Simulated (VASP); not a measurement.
Set up this calculation in VASP 6.6.1, as the native input.

```yaml
Task: single point
Functional: r2SCAN
Potentials_or_basis: VASP PAW PBE potentials, release 64 (Zn)
Cutoff: 520 eV
k_mesh: 12 × 12 × 12
Occupations: fermi-dirac, width 0.05 eV
Spin: no spin polarisation
Dipole_correction: no
Further_INCAR_settings: ALGO = Normal; EDIFF = 1e-07; NBANDS = 12
```

Crystal: Zn.

```
Zn
1.0
    -1.53701    1.53701    1.53701
     1.53701   -1.53701    1.53701
     1.53701    1.53701   -1.53701
Zn
1
Direct
  0.00000 0.00000 0.00000
```

The input as run:

POSCAR

```
Zn
1.0
   -1.5370068493      1.5370068493      1.5370068493
    1.5370068493     -1.5370068493      1.5370068493
    1.5370068493      1.5370068493     -1.5370068493
Zn
1
Direct
    0.0000000000      0.0000000000      0.0000000000
```

INCAR.step1

```
PREC     = Accurate       # precision mode
ENCUT    = 520            # plane-wave cutoff, eV
ISMEAR   = -1             # smearing method
SIGMA    = 0.05           # smearing width, eV
LREAL    = F              # projectors in reciprocal space
LASPH    = T              # aspherical terms in the spheres
NELM     = 80             # most SCF steps
NBANDS   = 12             # bands
GGA      = PE             # functional
ALGO     = Normal         # electronic algorithm
EDIFF    = 1E-4           # SCF threshold, eV
LWAVE    = T              # write WAVECAR
LCHARG   = F              # write CHGCAR
```

INCAR.step2

```
PREC     = Accurate       # precision mode
ENCUT    = 520            # plane-wave cutoff, eV
EDIFF    = 1E-7           # SCF threshold, eV
ISMEAR   = -1             # smearing method
SIGMA    = 0.05           # smearing width, eV
LREAL    = F              # projectors in reciprocal space
LASPH    = T              # aspherical terms in the spheres
NELM     = 80             # most SCF steps
ALGO     = Normal         # electronic algorithm
ISIF     = 2              # what is computed and relaxed
LWAVE    = F              # write WAVECAR
LCHARG   = T              # write CHGCAR
METAGGA  = R2SCAN         # meta-GGA
LMIXTAU  = T            
LELF     = T              # ELF
LVHAR    = T            
NBANDS   = 12             # bands
ISTART   = 1
```

KPOINTS

```
Automatic mesh
0
Gamma
  12 12 12
```

Potentials or basis: VASP PAW PBE potentials, release 64 (Zn).

Command:

```bash
$ cat potpaw_PBE.64/Zn/POTCAR > POTCAR
$ cp INCAR.step1 INCAR
$ mpirun -np 1 vasp_std > vasp.out
$ cp INCAR.step2 INCAR
$ mpirun -np 1 vasp_std > vasp.out
```

Results of the run:

- Pressure: -0.4 GPa
- Band gap on the k mesh: zero (band 6 reaches 7.99 eV, above the bottom of band 7 at 2.60 eV)

Caveat: the PAW data sets were made with another functional, which shifts forces and pressure a little.

Wall time 46 s on 1 thread of AMD EPYC 7R43 64-Core Processor (Zen 3) (shared host), peak memory 0.1 GiB.
